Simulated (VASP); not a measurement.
# BaTiO3 (Pm-3m) in VASP: a series of runs

BaTiO3 is run at these levels: PBE+D3(BJ)+U; tasks: single point, relaxation of cell and atoms.

All numbers are computed with VASP 6.6.1; they aren't measurements. Logs are shortened: lines on timing, memory, paths and dates and some standing lists are left out, and cuts for length are marked.

### 1 The cell of the first run

The structure is cubic, space group Pm-3m (No. 221). The conventional cell has a = 4.002 Å, b = 4.002 Å, c = 4.002 Å, α = 90.00°, β = 90.00°, γ = 90.00°. Within 3.7 Å of Ba (site symmetry m-3m) lie 12 O at 2.83 Å and 8 Ti at 3.47 Å. Ti (site symmetry m-3m) has 6 O at 2.00 Å within 2.7 Å. Within 2.7 Å of O (site symmetry 4/mmm) lie 2 Ti at 2.00 Å.

### 2 Single point, PBE+D3(BJ)+U

Contents of INCAR:

```
PREC     = Accurate       # precision mode
ENCUT    = 520            # plane-wave cutoff, eV
EDIFF    = 1E-6           # SCF threshold, eV
ISMEAR   = 0              # smearing method
SIGMA    = 0.02           # smearing width, eV
LREAL    = F              # projectors in reciprocal space
LASPH    = T              # aspherical terms in the spheres
NELM     = 150            # most SCF steps
ALGO     = Normal         # electronic algorithm
ISIF     = 2              # what is computed and relaxed
LWAVE    = F              # write WAVECAR
LCHARG   = T              # write CHGCAR
LMAXMIX  = 4              # l up to which the mixer works
LDAU     = T              # DFT+U
LDAUTYPE = 2            
LDAUL    = -1 2 -1        # shell
LDAUU    = 0 4 0          # U, eV
LDAUJ    = 0 0 0        
LDAUPRINT= 1            
GGA      = PE             # functional
IVDW     = 12             # dispersion correction
LELF     = T              # ELF
LVHAR    = T            
NBANDS   = 28             # bands
```

Contents of KPOINTS:

```
Automatic mesh
0
Gamma
  6 6 6
```

Contents of POSCAR:

```
BaTiO3
1.0
    4.0018154455      0.0000000000      0.0000000000
    0.0000000000      4.0018154455      0.0000000000
    0.0000000000      0.0000000000      4.0018154455
Ba Ti O
1 1 3
Direct
    0.5000000000      0.5000000000      0.5000000000
    0.0000000000      0.0000000000      0.0000000000
    0.5000000000      0.0000000000      0.0000000000
    0.0000000000      0.5000000000      0.0000000000
    0.0000000000      0.0000000000      0.5000000000
```

Potentials or basis: VASP PAW PBE potentials, release 64 (Ba_sv, Ti_sv, O).

Run with:

```console
$ cat potpaw_PBE.64/Ba_sv/POTCAR potpaw_PBE.64/Ti_sv/POTCAR potpaw_PBE.64/O/POTCAR > POTCAR
$ mpirun -np 1 vasp_std > vasp.out
```

OUTCAR:

```text
PREC = Accurate
   ENCUT = 520
   EDIFF = 1E-6
   ISMEAR = 0
   LREAL = F
   LASPH = T
   NELM = 150
   ISIF = 2
   GGA = PE
   IVDW = 12
 IVDW          = 12

 ion  position               nearest neighbor table
   1  0.500  0.500  0.500-   3 2.83   4 2.83   5 2.83   3 2.83   4 2.83   3 2.83   5 2.83   3 2.83
                             4 2.83   5 2.83   4 2.83   5 2.83   2 3.47   2 3.47   2 3.47   2 3.47
   2  0.000  0.000  0.000-   3 2.00   4 2.00   5 2.00   5 2.00   4 2.00   3 2.00   1 3.47   1 3.47
                             1 3.47   1 3.47   1 3.47   1 3.47   1 3.47   1 3.47
   3  0.500  0.000  0.000-   2 2.00   2 2.00   1 2.83   1 2.83   1 2.83   1 2.83
   4  0.000  0.500  0.000-   2 2.00   2 2.00   1 2.83   1 2.83   1 2.83   1 2.83
   5  0.000  0.000  0.500-   2 2.00   2 2.00   1 2.83   1 2.83   1 2.83   1 2.83

  LATTYP: Found a simple cubic cell.
 ALAT       =     4.0018154455

  Lattice vectors:

 A1 = (   4.0018154455,   0.0000000000,   0.0000000000)
 A2 = (   0.0000000000,   4.0018154455,   0.0000000000)
 A3 = (   0.0000000000,   0.0000000000,   4.0018154455)

Analysis of symmetry for initial positions (statically):
=====================================================================
 Subroutine PRICEL returns:
 Original cell was already a primitive cell.

 Routine SETGRP: Setting up the symmetry group for a
 simple cubic supercell.

 Subroutine GETGRP returns: Found 48 space group operations
 (whereof 48 operations were pure point group operations)
 out of a pool of 48 trial point group operations.

The static configuration has the point symmetry O_h .

Analysis of symmetry for dynamics (positions and initial velocities):
=====================================================================
 Subroutine PRICEL returns:
 Original cell was already a primitive cell.

 Routine SETGRP: Setting up the symmetry group for a
 simple cubic supercell.

 Subroutine GETGRP returns: Found 48 space group operations
 (whereof 48 operations were pure point group operations)
[... 156 lines left out ...]
 -0.0000  0.0000 -0.0000 -0.0000  0.2376

spin component  2

  0.1038  0.0000 -0.0000 -0.0000 -0.0000
  0.0000  0.1038 -0.0000 -0.0000  0.0000
 -0.0000 -0.0000  0.2376  0.0000 -0.0000
 -0.0000 -0.0000  0.0000  0.1038 -0.0000
 -0.0000  0.0000 -0.0000 -0.0000  0.2376

 occupancies and eigenvectors

  o =  0.1038  v =  0.0000  0.9994 -0.0000 -0.0333 -0.0000  0.0000  0.0000  0.0000  0.0000  0.0000      0.0000  0.0000  0.0000  0.0000  0.0000  0.0000  0.0000  0.0000  0.0000  0.0000
  o =  0.1038  v =  0.0000  0.0000  0.0000  0.0000  0.0000  0.0000  0.9994 -0.0000 -0.0333 -0.0000      0.0000  0.0000  0.0000  0.0000  0.0000  0.0000  0.0000  0.0000  0.0000  0.0000
  o =  0.1038  v =  0.0000  0.0333 -0.0000  0.9994  0.0000  0.0000  0.0000  0.0000  0.0000  0.0000      0.0000  0.0000  0.0000  0.0000  0.0000  0.0000  0.0000  0.0000  0.0000  0.0000
  o =  0.1038  v =  0.0000  0.0000  0.0000  0.0000  0.0000  0.0000  0.0333 -0.0000  0.9994  0.0000      0.0000  0.0000  0.0000  0.0000  0.0000  0.0000  0.0000  0.0000  0.0000  0.0000
  o =  0.1038  v =  1.0000  0.0000  0.0000  0.0000  0.0000  0.0000  0.0000  0.0000  0.0000  0.0000      0.0000  0.0000  0.0000  0.0000  0.0000  0.0000  0.0000  0.0000  0.0000  0.0000
  o =  0.1038  v =  0.0000  0.0000  0.0000  0.0000  0.0000  1.0000  0.0000  0.0000  0.0000  0.0000      0.0000  0.0000  0.0000  0.0000  0.0000  0.0000  0.0000  0.0000  0.0000  0.0000
  o =  0.2376  v =  0.0000  0.0000  0.0000  0.0000  0.0000  0.0000 -0.0000 -0.2674 -0.0000  0.9636      0.0000  0.0000  0.0000  0.0000  0.0000  0.0000  0.0000  0.0000  0.0000  0.0000
  o =  0.2376  v =  0.0000 -0.0000 -0.2674 -0.0000  0.9636  0.0000  0.0000  0.0000  0.0000  0.0000      0.0000  0.0000  0.0000  0.0000  0.0000  0.0000  0.0000  0.0000  0.0000  0.0000
  o =  0.2376  v =  0.0000  0.0000  0.0000  0.0000  0.0000  0.0000 -0.0000 -0.9636 -0.0000 -0.2674      0.0000  0.0000  0.0000  0.0000  0.0000  0.0000  0.0000  0.0000  0.0000  0.0000
  o =  0.2376  v =  0.0000 -0.0000 -0.9636 -0.0000 -0.2674  0.0000  0.0000  0.0000  0.0000  0.0000      0.0000  0.0000  0.0000  0.0000  0.0000  0.0000  0.0000  0.0000  0.0000  0.0000

 number of electron      39.9999976 magnetization

 Free energy of the ion-electron system (eV)
  ---------------------------------------------------
  ext. energy  EPLUGINS =         0.00000000
  ---------------------------------------------------
  free energy    TOTEN  =       -37.28954219 eV

  energy without entropy =      -37.28954219  energy(sigma->0) =      -37.28954219

 E-fermi :   4.1544     XC(G=0): -11.2703

 val. band max:        3.9766361124   @ k =   0.5000   0.5000   0.5000
 cond. band min:       6.1920565708   @ k =   0.0000   0.0000   0.0000
 fundamental gap:      2.2154204583
 Fermi energy:         4.1543639825

 k-point     1 :       0.0000    0.0000    0.0000
  band No.  band energies     occupation
      1     -53.7571      2.00000
      2     -29.9182      2.00000
      3     -29.9182      2.00000
      4     -29.9182      2.00000
      5     -20.8405      2.00000
      6     -12.9786      2.00000
[... 609 lines left out ...]
     27      11.6204      0.00000
     28      11.6204      0.00000

------------------------ aborting loop because EDIFF is reached ----------------------------------------

 Edisp (eV)   -1.32526

 E8    (eV) :    -0.6026

  FORCE on cell =-STRESS in cart. coord.  units (eV):
  Direction    XX          YY          ZZ          XY          YZ          ZX
  --------------------------------------------------------------------------------------
  -------------------------------------------------------------------------------------
  Total       1.51739     1.51739     1.51739     0.00000     0.00000    -0.00000
  in kB      37.93460    37.93460    37.93460     0.00000     0.00000    -0.00000
  external pressure =       37.93 kB  Pullay stress =        0.00 kB

 VOLUME and BASIS-vectors are now :
 -----------------------------------------------------------------------------
  energy-cutoff  :      520.00
  volume of cell :       64.09
      direct lattice vectors                 reciprocal lattice vectors
     4.001815446  0.000000000  0.000000000     0.249886586  0.000000000  0.000000000
     0.000000000  4.001815446  0.000000000     0.000000000  0.249886586  0.000000000
     0.000000000  0.000000000  4.001815446     0.000000000  0.000000000  0.249886586

 POSITION                                       TOTAL-FORCE (eV/Angst)
 -----------------------------------------------------------------------------------
      2.00091      2.00091      2.00091         0.000000      0.000000      0.000000
      0.00000      0.00000      0.00000         0.000000      0.000000      0.000000
      2.00091      0.00000      0.00000         0.000000      0.000000      0.000000
      0.00000      2.00091      0.00000         0.000000      0.000000      0.000000
      0.00000      0.00000      2.00091         0.000000      0.000000      0.000000
 -----------------------------------------------------------------------------------
    total drift:                                0.000000     -0.000000      0.000000

  FREE ENERGIE OF THE ION-ELECTRON SYSTEM (eV)
  ---------------------------------------------------
  free  energy   TOTEN  =       -38.6147981225 eV

  energy  without entropy=      -38.6147981225  energy(sigma->0) =      -38.61479812
```

Wall time 57 s (1 thread of AMD EPYC 7R13, shared host); peak memory 0.17 GiB.

What came out:

```
Free energy                : -38.6148 eV
Pressure                   : 3.8 GPa
Band gap on the k mesh     : 2.22 eV, indirect (least direct gap 2.40 eV)
Dispersion energy per atom : -0.265 eV
```

Eigenvalues of the final occupation matrices:
```
    site  spin  trace               eigenvalues
site 2 d     1   0.79  0.10 0.10 0.10 0.24 0.24
site 2 d     2   0.79  0.10 0.10 0.10 0.24 0.24
```

Caveat: spin-orbit coupling is left out, which moves the levels of the heavy elements. A k mesh can miss the band edges.

### 3 Relaxation of cell and atoms, PBE+D3(BJ)+U

This run uses another cell than the first one, of 12.86 Å³/atom, 1.003 times its volume.

Contents of INCAR:

```
SYSTEM = BaTiO3
PREC = Accurate ; ENCUT = 600
EDIFF = 1E-6 ; ISMEAR = 0
SIGMA = 0.02 ; LREAL = .FALSE.
LASPH = .TRUE. ; NELM = 150
ALGO = Normal ; ISIF = 3
LWAVE = .FALSE. ; LCHARG = .FALSE.
LMAXMIX = 4 ; LDAU = .TRUE.
LDAUTYPE = 2 ; LDAUL = -1 2 -1
LDAUU = 0 4 0 ; LDAUJ = 0 0 0
LDAUPRINT = 1 ; GGA = PE
IVDW = 12 ; IBRION = 2
NSW = 90 ; EDIFFG = -0.02
```

Contents of KPOINTS:

```
regular mesh
0
G
  6 6 6
  0 0 0
```

Edit POSCAR of step 2 so:

```diff
@@ -2,5 +2,5 @@
 1.0
-    4.0018154455      0.0000000000      0.0000000000
-    0.0000000000      4.0018154455      0.0000000000
-    0.0000000000      0.0000000000      4.0018154455
+    4.0060000000      0.0000000000      0.0000000000
+    0.0000000000      4.0060000000      0.0000000000
+    0.0000000000      0.0000000000      4.0060000000
 Ba Ti O
```

Potentials or basis: VASP PAW PBE potentials, release 64 (Ba_sv, Ti_sv, O).

Run with:

```console
$ cat potpaw_PBE.64/Ba_sv/POTCAR potpaw_PBE.64/Ti_sv/POTCAR potpaw_PBE.64/O/POTCAR > POTCAR
$ mpirun -np 1 vasp_std > vasp.out
```

Run time: 1.8 min. Hardware: 1 thread of AMD EPYC 7R13, shared host; peak memory 0.19 GiB.

It converged, with:

- Free energy: -38.6365 eV
- Relaxed volume: 13.08 Å³/atom
- Relaxed cell: a = 4.029 Å, b = 4.029 Å, c = 4.029 Å, α = 90.00°, β = 90.00°, γ = 90.00°
- Space group after relaxing (to 0.05 Å): Pm-3m (No. 221)
- Energy gained by relaxing: 2.1 meV/atom
- Ionic steps: 3
- Pressure after relaxing: 0.0 GPa
- Band gap on the k mesh: 2.17 eV, indirect (least direct gap 2.37 eV)
- Dispersion energy per atom: -0.260 eV

The path:
| step | energy change (eV) | largest force (eV/Å) | pressure (GPa) | volume (Å³) |
| --- | --- | --- | --- | --- |
| 1 | 0.0000 | 0.0000 | 3.05 | 64.29 |
| 2 | 0.0003 | 0.0000 | -2.85 | 66.60 |
| 3 | -0.0104 | 0.0000 | 0.00 | 65.41 |

Final structure:
```
CELL_PARAMETERS angstrom
4.02922 0.00000 0.00000
0.00000 4.02922 0.00000
0.00000 0.00000 4.02922
ATOMIC_POSITIONS crystal
Ba 0.50000 0.50000 0.50000
Ti 0.00000 0.00000 0.00000
O 0.50000 0.00000 0.00000
O 0.00000 0.50000 0.00000
O 0.00000 0.00000 0.50000
```

Levels at points of the mesh, in eV from the valence-band top:
```
           k point  band 18  band 19  band 20  band 21  band 22  band 23
(0.00, 0.00, 0.00)    -0.21    -0.21    -0.21     2.17     2.17     2.17
(0.50, 0.00, 0.00)    -1.72    -0.78    -0.78     2.35     3.81     3.81
(0.50, 0.50, 0.00)    -0.90    -0.90    -0.09     3.83     3.83     4.25
(0.50, 0.50, 0.50)     0.00     0.00     0.00     4.47     4.47     4.47
```

Eigenvalues of the final occupation matrices:
| site | spin | trace | eigenvalues |
| --- | --- | --- | --- |
| site 2 d | 1 | 0.78 | 0.10 0.10 0.10 0.23 0.23 |
| site 2 d | 2 | 0.78 | 0.10 0.10 0.10 0.23 0.23 |

Caveat: spin-orbit coupling is left out, which moves the levels of the heavy elements.
